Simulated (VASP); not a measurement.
Ga: single point with PBEsol

The system is Ga.

```
Ga
1.0
     1.45000   -4.06500    0.00000
     1.45000    4.06500    0.00000
     0.00000    0.00000    3.17000
Ga
2
Direct
  0.13300 0.86700 0.75000
  0.86700 0.13300 0.25000
```

| Quantity | Value |
| --- | --- |
| Program | VASP 6.6.1 |
| Task | single point |
| Functional | PBEsol |
| Potentials or basis | VASP PAW PBE potentials, release 64 (Ga_d) |
| Cutoff | 520 eV |
| k mesh | 8 × 8 × 6 |
| Occupations | fermi-dirac, width 0.05 eV |
| Spin | no spin polarisation |
| Dipole correction | no |
| Further INCAR settings | ALGO = Normal; EDIFF = 1e-07; NBANDS = 20 |

```yaml
Pressure: -1.2 GPa
Largest_force: 0.135 eV/Å
Band_gap_on_the_k_mesh: zero (bands 13 and 14 overlap by 9.37 eV)
```

Forces on the atoms (eV/Å):
```
Ga   0.000 -0.135  0.000
Ga   0.000  0.135  0.000
```

Stress tensor (GPa, compression positive):
```
-3.49  0.00  0.00
 0.00 -0.44  0.00
 0.00  0.00  0.28
```

Levels at points of the mesh, in eV from the Fermi level:
| k point | band 11 | band 12 | band 13 | band 14 | band 15 | band 16 |
| --- | --- | --- | --- | --- | --- | --- |
| (0.00, 0.00, 0.00) | -11.28 | -2.30 | -1.61 | 2.86 | 6.55 | 7.79 |
| (0.50, 0.00, 0.00) | -6.73 | -5.46 | -1.79 | -0.46 | 6.46 | 6.69 |
| (0.50, 0.50, 0.00) | -9.25 | -8.61 | 5.09 | 5.75 | 5.83 | 7.04 |
| (0.00, 0.00, 0.50) | -7.45 | -7.45 | 1.83 | 1.83 | 2.46 | 2.46 |
| (0.50, 0.00, 0.50) | -3.08 | -3.08 | -1.63 | -1.63 | 1.83 | 1.83 |
| (0.50, 0.50, 0.50) | -5.62 | -5.62 | -4.27 | -4.27 | 9.55 | 9.55 |

Run time: 39 s on 1 thread of Intel Xeon 8259CL, on a shared host, peak memory 0.19 GiB.

Caveat: the PAW data sets were made with another functional, which shifts forces and pressure a little.
